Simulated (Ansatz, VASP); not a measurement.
# Si16O: VASP beside Ansatz

```
CELL_PARAMETERS angstrom
0.00000 0.00000 6.36502
7.70256 0.00000 0.00000
-3.85128 6.67061 0.00000
ATOMIC_POSITIONS crystal
Si 0.06722 0.16016 0.32033
Si 0.06722 0.16016 0.83984
Si 0.06547 0.66667 0.33333
Si 0.06722 0.67967 0.83984
Si 0.56653 0.33904 0.16952
Si 0.56743 0.33333 0.66667
Si 0.56653 0.83048 0.16952
Si 0.56653 0.83048 0.66096
Si 0.43278 0.16016 0.32033
Si 0.43278 0.16016 0.83984
Si 0.43453 0.66667 0.33333
Si 0.43278 0.67967 0.83984
Si 0.93347 0.33904 0.16952
Si 0.93257 0.33333 0.66667
Si 0.93347 0.83048 0.16952
Si 0.93347 0.83048 0.66096
O 0.25000 0.00000 0.00000
```

Alike in both runs: functional PBE; k mesh 5 × 4 × 4; occupations gaussian, width 0.02 eV; no spin polarisation.

Ansatz relaxed the structure, and its values are those at the end. VASP's run is a single point on that final structure, the one shown.

|  | VASP | Ansatz |
| --- | --- | --- |
| version | VASP 6.6.1 | Ansatz 0.2.0 |
| potentials or method | VASP PAW PBE potentials, release 64 (Si, O), cutoff 520 eV | scalar-relativistic, plane waves, PAW |
| valence electrons in the cell | 70 | 70 |

|  | VASP | Ansatz | Ansatz less VASP |
| --- | --- | --- | --- |
| gap on the k mesh at the Fermi level (eV) | none | none | - |
| rms of the force components (eV/Å) | 0.003 | 0.002 | -0.0012 |

A gap of «none» marks a metal or a gap that the smearing closes. The functional is the same, so the differences come from potentials, cutoffs and numerics.
